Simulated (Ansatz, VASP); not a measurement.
**One calculation of AlCu3N4, two programs**

INCAR

```
PREC = Accurate ; ENCUT = 520
EDIFF = 1E-6 ; ISMEAR = 0
SIGMA = 0.2 ; LREAL = False
LASPH = True ; NELM = 80
ALGO = Normal ; ISIF = 2
LWAVE = False ; LCHARG = True
GGA = PE ; LELF = True
LVHAR = True ; NBANDS = 38
```

File KPOINTS:

```
Automatic mesh
0
Gamma
  6 6 6
```

Contents of POSCAR:

```
AlCu3N4
1.0
    4.1452767932      0.0000000000      0.0000000000
    0.0000000000      4.1452767932      0.0000000000
    0.0000000000      0.0000000000      4.1454972274
Al Cu N
1 3 4
Direct
    0.5000000000      0.5000000000      0.0000000000
    0.5000000000      0.0000000000      0.5000000000
    1.0000000000      0.5000000000      0.5000000000
    0.0000000000      0.0000000000      0.0000000000
    0.5000000000      0.5000000000      0.5000000000
    0.5000000000      0.0000000000      0.0000000000
    1.0000000000      0.5000000000      0.0000000000
    0.0000000000      0.0000000000      0.5000000000
```

Input for Ansatz:

```yaml
crystal:
  lattice:
    - [4.1452767932, 0.0, 0.0]
    - [0.0, 4.1452767932, 0.0]
    - [0.0, 0.0, 4.1454972274]
  atoms:
    - { symbol: Al, position: [0.5, 0.5, 0.0] }
    - { symbol: Cu, position: [0.5, 0.0, 0.5] }
    - { symbol: Cu, position: [1.0, 0.5, 0.5] }
    - { symbol: Cu, position: [0.0, 0.0, 0.0] }
    - { symbol: "N", position: [0.5, 0.5, 0.5] }
    - { symbol: "N", position: [0.5, 0.0, 0.0] }
    - { symbol: "N", position: [1.0, 0.5, 0.0] }
    - { symbol: "N", position: [0.0, 0.0, 0.5] }
basis:
  ecutwfc: 420
kpoints:
  mp_grid: { grid: [6, 6, 6] }
hamiltonian:
  xc: pbe
scf:
  occupations: { method: gaussian, width: 0.2 }
  lower_state_search: "off"
output:
  forces: true
  stress: true
  eigenvalues: true
```

Alike in both runs: task single point; functional PBE; k mesh 6 × 6 × 6; occupations gaussian, width 0.2 eV; no spin polarisation.

```csv
,VASP,Ansatz
version,VASP 6.6.1,Ansatz 0.2.0
potentials or method,"VASP PAW PBE potentials, release 64 (Al, Cu, N), cutoff 520 eV","scalar-relativistic, plane waves, PAW"
valence electrons in the cell,56,80
```

VASP gave:

```
gap on the k mesh at the Fermi level (eV) : none
pressure (GPa)                            : 0.7
```

Question: What did Ansatz give for the same quantities?

Answer: gap on the k mesh at the Fermi level (eV): none; pressure (GPa): 0.5.

A gap of «none» marks a metal or a gap that the smearing closes. The functional is the same, so the differences come from potentials, cutoffs and numerics. VASP's potentials hold 56 valence electrons a cell and Ansatz's 80, so a difference there can come from the potentials and not from the codes.
